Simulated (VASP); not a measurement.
# Ti3Br (Pm-3m) in VASP: notebook, part 2 of 2

VASP 6.6.1. Earlier steps stand in the parts before.

### Step 5. Relaxation of cell and atoms, PBE, collinear spin

This run uses another cell than the first one, of 20.76 Å³/atom.

INCAR reads:

```
SYSTEM = Ti3Br
PREC     = Accurate       ! precision mode
ENCUT    = 600            ! plane-wave cutoff, eV
EDIFF    = 1E-7           ! SCF threshold, eV
ISMEAR   = 0              ! smearing method
SIGMA    = 0.1            ! smearing width, eV
LREAL    = .False.        ! projectors in reciprocal space
LASPH    = .True.         ! aspherical terms in the spheres
NELM     = 150            ! most SCF steps
ALGO     = Normal         ! electronic algorithm
ISIF     = 3              ! what is computed and relaxed
LWAVE    = .False.        ! write WAVECAR
LCHARG   = .False.        ! write CHGCAR
ISPIN    = 2              ! spin polarisation
MAGMOM   = 1 1 1 0        ! initial moments
LORBIT   = 11             ! projections on sites
LMAXMIX  = 4              ! l up to which the mixer works
GGA      = PE             ! functional
IBRION   = 2              ! ionic algorithm
NSW      = 90             ! ionic steps
EDIFFG   = -0.04          ! ionic threshold
```

KPOINTS reads:

```
regular mesh
0
Gamma
  4 4 4
  0 0 0
```

POSCAR reads:

```
Ti3Br
1.0
    4.3630898000      0.0000000000      0.0000000000
    0.0000000000      4.3630898000      0.0000000000
    0.0000000000      0.0000000000      4.3630898000
Ti Br
3 1
Direct
    0.0000000000      0.5000000000      0.5000000000
    0.5000000000      0.0000000000      0.5000000000
    0.5000000000      0.5000000000      0.0000000000
    0.0000000000      0.0000000000      0.0000000000
```

Potentials or basis: VASP PAW PBE potentials, release 64 (Ti_sv, Br).

Run with:

```console
> cat potpaw_PBE.64/Ti_sv/POTCAR potpaw_PBE.64/Br/POTCAR > POTCAR
> mpirun -np 1 vasp_std > vasp.out
```

OUTCAR:

```text
SYSTEM = Ti3Br
   PREC = Accurate
   ENCUT = 600
   EDIFF = 1E-7
   ISMEAR = 0
   LREAL = .False.
   LASPH = .True.
   NELM = 150
   ISIF = 3
   ISPIN = 2
   LORBIT = 11
   GGA = PE
   IBRION = 2
   NSW = 90
   EDIFFG = -0.04

 ion  position               nearest neighbor table
   1  0.000  0.500  0.500-
   2  0.500  0.000  0.500-
   3  0.500  0.500  0.000-
   4  0.000  0.000  0.000-

  LATTYP: Found a simple cubic cell.
 ALAT       =     4.3630898000

  Lattice vectors:

 A1 = (   4.3630898000,   0.0000000000,   0.0000000000)
 A2 = (   0.0000000000,   4.3630898000,   0.0000000000)
 A3 = (   0.0000000000,   0.0000000000,   4.3630898000)

Analysis of symmetry for initial positions (statically):
=====================================================================
 Subroutine PRICEL returns:
 Original cell was already a primitive cell.

 Routine SETGRP: Setting up the symmetry group for a
 simple cubic supercell.

 Subroutine GETGRP returns: Found 48 space group operations
 (whereof 48 operations were pure point group operations)
 out of a pool of 48 trial point group operations.

The static configuration has the point symmetry O_h .

Analysis of symmetry for dynamics (positions and initial velocities):
=====================================================================
 Subroutine PRICEL returns:
 Original cell was already a primitive cell.

 Routine SETGRP: Setting up the symmetry group for a
 simple cubic supercell.

 Subroutine GETGRP returns: Found 48 space group operations
 (whereof 48 operations were pure point group operations)
 out of a pool of 48 trial point group operations.

The dynamic configuration has the point symmetry O_h .

Analysis of structural, dynamic, and magnetic symmetry:
=====================================================================
 Subroutine PRICEL returns:
 Original cell was already a primitive cell.

 Routine SETGRP: Setting up the symmetry group for a
 simple cubic supercell.

 Subroutine GETGRP returns: Found 48 space group operations
 (whereof 48 operations were pure point group operations)
 out of a pool of 48 trial point group operations.

The overall configuration has the point symmetry O_h .

 Subroutine INISYM returns: Found 48 space group operations
 (whereof 48 operations are pure point group operations),
 and found     1 'primitive' translations

----------------------------------------------------------------------------------------

                                     Primitive cell

  volume of cell :      83.0582

  direct lattice vectors                    reciprocal lattice vectors
     4.363089800  0.000000000  0.000000000     0.229195374  0.000000000  0.000000000
     0.000000000  4.363089800  0.000000000     0.000000000  0.229195374  0.000000000
     0.000000000  0.000000000  4.363089800     0.000000000  0.000000000  0.229195374

  length of vectors
     4.363089800  4.363089800  4.363089800     0.229195374  0.229195374  0.229195374

  position of ions in fractional coordinates (direct lattice)
     0.000000000  0.500000000  0.500000000
     0.500000000  0.000000000  0.500000000
     0.500000000  0.500000000  0.000000000
     0.000000000  0.000000000  0.000000000

  ion indices of the primitive-cell ions
   primitive index   ion index
                 1           1
                 2           2
                 3           3
                 4           4

----------------------------------------------------------------------------------------

[... 48 lines left out ...]
   ISPIN  =      2    spin polarized calculation?
   LNONCOLLINEAR =      F non collinear calculations
   LSORBIT =      F    spin-orbit coupling
   LASPH  =      T    aspherical Exc in radial PAW
   ENCUT  =  600.0 eV  44.10 Ry    6.64 a.u.   8.71  8.71  8.71*2*pi/ulx,y,z
   NELM   =    150;   NELMIN=  2; NELMDL= -5     # of ELM steps
   EDIFF  = 0.1E-06   stopping-criterion for ELM
   LREAL  =      F    real-space projection
   EDIFFG = -.4E-01   stopping-criterion for IOM
   NSW    =     90    number of steps for IOM
   IBRION =      2    ionic relax: 0-MD 1-quasi-New 2-CG
   NFREE  =      1    steps in history (QN), initial steepest desc. (CG)
   ISIF   =      3    stress and relaxation
   ISYM   =      2    0-nonsym 1-usesym 2-fastsym
   POTIM  = 0.5000    time-step for ionic-motion
   TEBEG  =    0.0;   TEEND  =   0.0 temperature during run
   PSTRESS=    0.0 pullay stress
   NELECT =      43.0000    total number of electrons
   NUPDOWN=      -1.0000    fix difference up-down
   EMIN   =  10.00;   EMAX   =-10.00  energy-range for DOS
   EFERMI =   0.00;   METHOD = LEGACY
   ISMEAR =     0;   SIGMA  =   0.10  broadening in eV -4-tet -1-fermi 0-gaus
   EFERMI_NEDOS =   21; number of points for ismear=-14 and -15
   IALGO  =     38    algorithm
   IMIX   =      4    mixing-type and parameters
     AMIX     =   0.40;   BMIX     =  1.00
     AMIX_MAG =   1.60;   BMIX_MAG =  1.00
  volume/ion in A,a.u.               =      20.76       140.13
  Fermi-wavevector in a.u.,A,eV,Ry     =   1.314529  2.484100 23.510683  1.727986
  Thomas-Fermi vector in A             =   2.444775
   LORBIT       =     11    0 simple, 1 ext, 2 COOP (PROOUT), +10 PAW based schemes
   GGA     = PE    functional components
   LHFCALC =     F    Hartree Fock is set to
   AEXX    =    0.0000 exact exchange contribution
   IVDW    =     0    specifies the selected vdW correction
   LEPSILON=     F    determine dielectric tensor
   LRPA    =     F    only Hartree local field effects (RPA)
 conjugate gradient relaxation of ions
 spin polarized calculation
 Gauss-broadening in eV      SIGMA  =   0.10
  energy-cutoff  :      600.00
  volume of cell :       83.06
 maximum number of plane-waves:      2800
 NGX is ok and might be reduce to    36
   NGX = 17   NGY = 17   NGZ = 17

--------------------------------------- Ionic step        1  -------------------------------------------

 number of electron      43.0000024 magnetization       1.2554142

 Free energy of the ion-electron system (eV)
  ---------------------------------------------------
  ext. energy  EPLUGINS =         0.00000000
  ---------------------------------------------------
  free energy    TOTEN  =       -23.35842257 eV

  energy without entropy =      -23.32161337  energy(sigma->0) =      -23.34001797

------------------------ aborting loop because EDIFF is reached ----------------------------------------

  FORCE on cell =-STRESS in cart. coord.  units (eV):
  Direction    XX          YY          ZZ          XY          YZ          ZX
  --------------------------------------------------------------------------------------
  -------------------------------------------------------------------------------------
  Total       -5.0975014     -5.0975014     -5.0975014     -0.0000000     -0.0000000     -0.0000000
  in kB      -98.3298730    -98.3298730    -98.3298730     -0.0000000     -0.0000000     -0.0000000
  external PRESSURE =     -98.3298730 kB  Pullay stress =       0.0000000 kB
[... 63 lines left out ...]
--------------------------------------- Ionic step        3  -------------------------------------------

 number of electron      43.0000007 magnetization       0.0000040

 Free energy of the ion-electron system (eV)
  ---------------------------------------------------
  ext. energy  EPLUGINS =         0.00000000
  ---------------------------------------------------
  free energy    TOTEN  =       -23.93701102 eV

  energy without entropy =      -23.90542111  energy(sigma->0) =      -23.92121606

 E-fermi :   9.2681     XC(G=0): -11.5180

 val. band max:        9.2678545926   @ k =   0.5000   0.5000   0.5000
 cond. band min:       9.2693780304   @ k =   0.5000   0.0000   0.0000
 fundamental gap:      0.0015234379
 Fermi energy:         9.2680531173

 spin component 1

 k-point     1 :       0.0000    0.0000    0.0000
  band No.  band energies     occupation
      1     -47.5715      1.00000
      2     -47.4376      1.00000
      3     -47.4376      1.00000
      4     -24.0444      1.00000
      5     -24.0444      1.00000
      6     -24.0444      1.00000
[... 289 lines left out ...]
     26      10.5592      0.00000
     27      10.5592      0.00000
 Fermi energy:         9.2680531173

 spin component 2

 k-point     1 :       0.0000    0.0000    0.0000
  band No.  band energies     occupation
      1     -47.5715      1.00000
      2     -47.4376      1.00000
      3     -47.4376      1.00000
      4     -24.0444      1.00000
      5     -24.0444      1.00000
      6     -24.0444      1.00000
[... 320 lines left out ...]
  FREE ENERGIE OF THE ION-ELECTRON SYSTEM (eV)
  ---------------------------------------------------
  free  energy   TOTEN  =       -23.9370110229 eV

  energy  without entropy=      -23.9054211055  energy(sigma->0) =      -23.92121606

 reached required accuracy - stopping structural energy minimisation

 total charge

# of ion       s       p       d       tot
------------------------------------------
    1        2.213   6.075   2.029  10.317
    2        2.213   6.075   2.029  10.317
    3        2.213   6.075   2.029  10.317
    4        1.630   3.052   0.148   4.830
--------------------------------------------------
tot          8.268  21.277   6.235  35.780

 magnetization (x)

# of ion       s       p       d       tot
------------------------------------------
    1        0.000   0.000  -0.000   0.000
    2        0.000   0.000  -0.000   0.000
    3        0.000   0.000  -0.000   0.000
    4        0.000   0.000   0.000   0.000
--------------------------------------------------
tot          0.000   0.000  -0.000   0.000
```

Run time: 3.2 min. Hardware: 1 thread of Intel Xeon Platinum 8259CL at 2.50GHz (Skylake/Cascade Lake), shared host; peak memory 0.26 GiB.

What came out:

| Property | Result |
| --- | --- |
| Free energy | -23.9370 eV |
| Relaxed volume | 17.05 Å³/atom |
| Relaxed cell | a = 4.085 Å, b = 4.085 Å, c = 4.085 Å, α = 90.00°, β = 90.00°, γ = 90.00° |
| Space group after relaxing (to 0.1 Å) | Pm-3m (No. 221) |
| Energy gained by relaxing | 144.6 meV/atom |
| Ionic steps | 3 |
| Pressure after relaxing | 0.0 GPa |
| Net moment | 0.00 μB per cell |
| Valence electrons inside the program's atomic spheres | Ti 10.32; Br 4.83 |

The path:
```tsv
step	energy change (eV)	largest force (eV/Å)	pressure (GPa)	volume (Å³)
1	0.0000	0.0000	-9.83	83.06
2	-0.5776	0.0000	-0.62	68.66
3	-0.5786	0.0000	-0.01	68.19
```

Final structure:
```
Ti Br
1.0
     4.08548    0.00000    0.00000
     0.00000    4.08548    0.00000
     0.00000    0.00000    4.08548
Ti Br
3 1
Direct
  0.00000 0.50000 0.50000
  0.50000 0.00000 0.50000
  0.50000 0.50000 0.00000
  0.00000 0.00000 0.00000
```

Caveat: the k points lie up to 0.38 Å⁻¹ apart in the final cell; the volume moved by over 15 % at a fixed basis, so the end points are rough.

### Step 6. Relaxation of cell and atoms, PBE

INCAR reads:

```
PREC     = Accurate       # precision mode
ENCUT    = 600            # plane-wave cutoff, eV
EDIFF    = 1E-6           # SCF threshold, eV
ISMEAR   = 0              # smearing method
SIGMA    = 0.1            # smearing width, eV
LREAL    = F              # projectors in reciprocal space
LASPH    = T              # aspherical terms in the spheres
NELM     = 100            # most SCF steps
ALGO     = Normal         # electronic algorithm
ISIF     = 3              # what is computed and relaxed
LWAVE    = F              # write WAVECAR
LCHARG   = F              # write CHGCAR
GGA      = PE             # functional
IBRION   = 2              # ionic algorithm
NSW      = 100            # ionic steps
EDIFFG   = -0.01          # ionic threshold
```

KPOINTS reads:

```
Automatic mesh
0
Gamma
  12 12 12
```

POSCAR reads:

```
Ti3Br
1.0
    4.0840857870      0.0000000000      0.0000000000
    0.0000000000      4.0840857870      0.0000000000
    0.0000000000      0.0000000000      4.0840857870
Ti Br
3 1
Direct
    0.0000000000      0.5000000000      0.5000000000
    0.5000000000      0.0000000000      0.5000000000
    0.5000000000      0.5000000000      0.0000000000
    0.0000000000      0.0000000000      0.0000000000
```

Potentials or basis: VASP PAW PBE potentials, release 64 (Ti_sv, Br).

Run with:

```console
> cat potpaw_PBE.64/Ti_sv/POTCAR potpaw_PBE.64/Br/POTCAR > POTCAR
> mpirun -np 1 vasp_std > vasp.out
```

Run time: 2.9 min. Hardware: 1 thread of Intel Xeon Platinum 8259CL at 2.50GHz (Skylake/Cascade Lake), shared host; peak memory 0.3 GiB.

It converged, with:

* Free energy: -23.9244 eV
* Pressure after relaxing: 0.0 GPa
* Band gap on the k mesh: zero (an odd number of electrons rules out a gap without spin polarisation)

Final structure:
```
CELL_PARAMETERS angstrom
4.08409 0.00000 0.00000
0.00000 4.08409 0.00000
0.00000 0.00000 4.08409
ATOMIC_POSITIONS crystal
Ti 0.00000 0.50000 0.50000
Ti 0.50000 0.00000 0.50000
Ti 0.50000 0.50000 0.00000
Br 0.00000 0.00000 0.00000
```

Levels at points of the mesh, in eV from the Fermi level:
| k point | band 19 | band 20 | band 21 | band 22 | band 23 | band 24 | band 25 |
| --- | --- | --- | --- | --- | --- | --- | --- |
| (0.00, 0.00, 0.00) | -2.53 | -1.57 | -1.57 | -1.57 | -0.89 | 1.31 | 1.31 |
| (0.50, 0.00, 0.00) | -0.88 | -0.63 | -0.02 | 0.08 | 0.08 | 0.34 | 0.98 |
| (0.50, 0.50, 0.00) | -0.61 | -0.61 | 0.21 | 0.21 | 0.86 | 1.02 | 1.18 |
| (0.50, 0.50, 0.50) | -2.48 | 0.05 | 0.35 | 0.35 | 0.35 | 0.60 | 1.37 |

Caveat: the relaxation stopped at its first step, so nothing moved.

### Step 7. The runs side by side

| task | spin | cell | k mesh | cutoff (eV) | gap on the mesh (eV) | pressure (GPa) | moment (μB) |
| --- | --- | --- | --- | --- | --- | --- | --- |
| single point | collinear | a = 4.084 Å, 4 atoms | 4 × 4 × 4 | 520 | none | 0.1 | 0.00 |
| single point | collinear | a = 4.363 Å, 4 atoms | 4 × 4 × 4 | 520 | none | -9.8 | 1.26 |
| single point | off | a = 4.084 Å, 4 atoms | 12 × 12 × 12 | 520 | none | 0.0 | - |
| relaxation of cell and atoms | collinear | relaxed from a = 4.363 Å, 4 atoms | 4 × 4 × 4 | 600 | none | 0.0 | 0.00 |
| relaxation of cell and atoms | off | relaxed from a = 4.084 Å, 4 atoms | 12 × 12 × 12 | 600 | none | 0.0 | - |

Alike in all rows: level PBE; potentials or basis VASP PAW PBE potentials, release 64 (Ti_sv, Br); smearing gaussian 0.1 eV.

Caveats: some runs use coarse meshes; the volume moved by over 15 % at a fixed basis, so the end points are rough (at least some runs); the relaxation stopped at its first step, so nothing moved (at least some runs).

Total energies depend on the potentials used, so only differences within one code and one set of settings carry meaning.

The gap in the log of VASP goes by the Fermi energy; the results here count the filled bands.